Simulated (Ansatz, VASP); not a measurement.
HfO2: VASP beside Ansatz

```
Hf O
1.0
     0.00000    2.43828    2.43828
     2.43828    0.00000    2.43828
     2.43828    2.43828    0.00000
Hf O
1 2
Direct
  0.00000 0.00000 0.00000
  0.25000 0.25000 0.25000
  0.75000 0.75000 0.75000
```

Alike in both runs: task single point; functional PBEsol; k mesh 8 × 8 × 8; occupations gaussian, width 0.05 eV; no spin polarisation.

|  | VASP | Ansatz |
| --- | --- | --- |
| version | VASP 6.6.1 | Ansatz 0.2.0 |
| potentials or method | VASP PAW PBE potentials, release 64 (Hf_pv, O), cutoff 520 eV | scalar-relativistic, plane waves, PAW |
| valence electrons in the cell | 22 | 38 |

```tsv
	VASP	Ansatz	Ansatz less VASP
gap on the k mesh at the Fermi level (eV)	3.97	3.91	-0.056
least direct gap on the mesh (eV)	3.97	3.91	-0.056
```

VASP's potentials were made for PBE, not for PBEsol. VASP's potentials hold 22 valence electrons a cell and Ansatz's 38, so a difference there can come from the potentials and not from the codes.

Spin-orbit coupling is off throughout.
